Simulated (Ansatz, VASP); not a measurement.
## SrVO3 in VASP and in Ansatz

```
Sr V O
1.0
     3.84090    0.00000    0.00000
     0.00000    3.84090    0.00000
     0.00000    0.00000    3.84090
Sr V O
1 1 3
Direct
  0.50000 0.50000 0.50000
  0.00000 0.00000 0.00000
  0.50000 0.00000 0.00000
  0.00000 0.50000 0.00000
  0.00000 0.00000 0.50000
```

Alike in both runs: task single point; functional PBE; k mesh 4 × 4 × 4; occupations gaussian, width 0.05 eV; collinear spin; Hubbard terms V d U = 3.25 eV.

|  | VASP | Ansatz |
| --- | --- | --- |
| version | VASP 6.6.1 | Ansatz 0.2.0 |
| potentials or method | VASP PAW PBE potentials, release 64 (Sr_sv, V_sv, O), cutoff 520 eV | scalar-relativistic, plane waves, PAW |
| valence electrons in the cell | 41 | 41 |

```csv
,VASP,Ansatz,Ansatz less VASP
gap on the k mesh at the Fermi level (eV),none,none,-
pressure (GPa),8.4,7.2,-1.23
net moment per atom (μB),0.20,0.20,0.000
size of the moment on the site where the two differ most (μB),1.09,0.85,-0.235
```

Site moments also hang on the region over which each program counts them. The programs project onto different local orbitals, so the same U acts differently, and such runs can settle in different states. A gap of «none» marks a metal or a gap that the smearing closes. Ansatz's warnings: filled band counts differ across k points, reached outside group.

The k mesh is coarse, so the values compare programs but aren't converged.
